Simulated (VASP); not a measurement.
Input of a VASP 6.6.1 run:

File INCAR:

```
ALGO = Normal ; EDIFF = 1E-6
ENCUT = 520 ; GGA = PS
ISIF = 2 ; ISMEAR = 0
ISPIN = 2 ; LASPH = True
LCHARG = True ; LELF = True
LMAXMIX = 4 ; LORBIT = 11
LREAL = False ; LVHAR = True
LWAVE = False ; MAGMOM = 0 0.3 0.3 0.3
NBANDS = 32 ; NELM = 150
PREC = Accurate ; SIGMA = 0.1
```

KPOINTS

```
k-points
0
Gamma
  12 12 12
```

The input POSCAR:

```
TiCo3
1.0
    3.5974488313      0.0000000000      0.0000000000
    0.0000000000      3.5974488313      0.0000000000
    0.0000000000      0.0000000000      3.5974488313
Ti Co
1 3
Direct
    0.0000000000      0.0000000000      0.0000000000
    0.0000000000      0.5000000000      0.5000000000
    0.5000000000      0.0000000000      0.5000000000
    0.5000000000      0.5000000000      0.0000000000
```

Potentials or basis: VASP PAW PBE potentials, release 64 (Ti_sv, Co).

Launch:

```bash
$ cat potpaw_PBE.64/Ti_sv/POTCAR potpaw_PBE.64/Co/POTCAR > POTCAR
$ mpirun -np 1 vasp_std > vasp.out
```

Predict the pressure.

-8.2 GPa.

Predict the site moments.

Ti -0.06; Co +0.21 μB.

Caveat: the PAW data sets were made with another functional, which shifts forces and pressure a little.
